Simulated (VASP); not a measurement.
Input of a VASP 6.6.1 run:

The input INCAR:

```
PREC = Accurate
ENCUT = 520
EDIFF = 1E-6
ISMEAR = 0
SIGMA = 0.05
LREAL = False
LASPH = True
NELM = 60
ALGO = Normal
ISIF = 2
LWAVE = False
LCHARG = False
GGA = PE
IVDW = 12
NBANDS = 20
```

Contents of KPOINTS:

```
regular mesh
0
Gamma
  12 12 12
```

POSCAR

```
MoS2
1.0
    1.5765748049      0.9102358880      5.9978900580
   -1.5765748049      0.9102358880      5.9978900580
    0.0000000000     -1.8204717761      5.9978900580
Mo S
1 2
Direct
    0.0000172156      0.0000172156      0.0000172156
    0.7535368444      0.7535368444      0.7535368444
    0.5797459400      0.5797459400      0.5797459400
```

Potentials or basis: VASP PAW PBE potentials, release 64 (Mo_sv, S).

Launch:

```console
$ cat potpaw_PBE.64/Mo_sv/POTCAR potpaw_PBE.64/S/POTCAR > POTCAR
$ mpirun -np 1 vasp_std > vasp.out
```

(1) What does it give for the band gap on the k mesh?

(2) What does it give for the pressure?

(3) Estimate the largest force.

(4) Estimate the dispersion energy per atom.

Results:

(1) 0.81 eV (least direct gap 1.77 eV).

(2) -0.1 GPa.

(3) 0.015 eV/Å.

(4) -0.440 eV.
